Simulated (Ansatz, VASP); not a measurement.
# HRh8: VASP beside Ansatz

```
Rh H
1.0
     5.36502    0.00000    0.00000
     0.00000    3.79364    0.00000
     0.00000    0.00000   21.24008
Rh H
8 1
Cartesian
  1.3413 1.8968 4.0000
  4.0238 1.8968 4.0000
  0.0000 0.0000 5.3413
  2.6825 0.0000 5.3413
  1.3413 1.8968 6.6981
  4.0238 1.8968 6.6981
  0.0000 0.0000 7.9401
  2.6825 0.0000 7.9401
  0.4471 0.4742 10.4401
```

Alike in both runs: task single point; functional PBE; dispersion D3(BJ); k mesh 5 × 7 × 1; occupations gaussian, width 0.1 eV; no spin polarisation.

|  | VASP | Ansatz |
| --- | --- | --- |
| version | VASP 6.6.1 | Ansatz 0.2.0 |
| potentials or method | VASP PAW PBE potentials, release 64 (Rh_pv, H), cutoff 520 eV | scalar-relativistic, plane waves, PAW |
| valence electrons in the cell | 121 | 137 |

Ansatz gave:

| Property | Result |
| --- | --- |
| gap on the k mesh at the Fermi level (eV) | none |
| rms of the force components (eV/Å) | 0.552 |
| work function, face that differs most (eV) | 6.13 |

Problem. What did VASP give for the same quantities?

Solution. gap on the k mesh at the Fermi level (eV): none; rms of the force components (eV/Å): 0.553; work function, face that differs most (eV): 6.13.

Atom by atom the forces differ by 0.002 eV/Å (rms over components). A gap of «none» marks a metal or a gap that the smearing closes. VASP's potentials hold 121 valence electrons a cell and Ansatz's 137, so a difference there can come from the potentials and not from the codes.
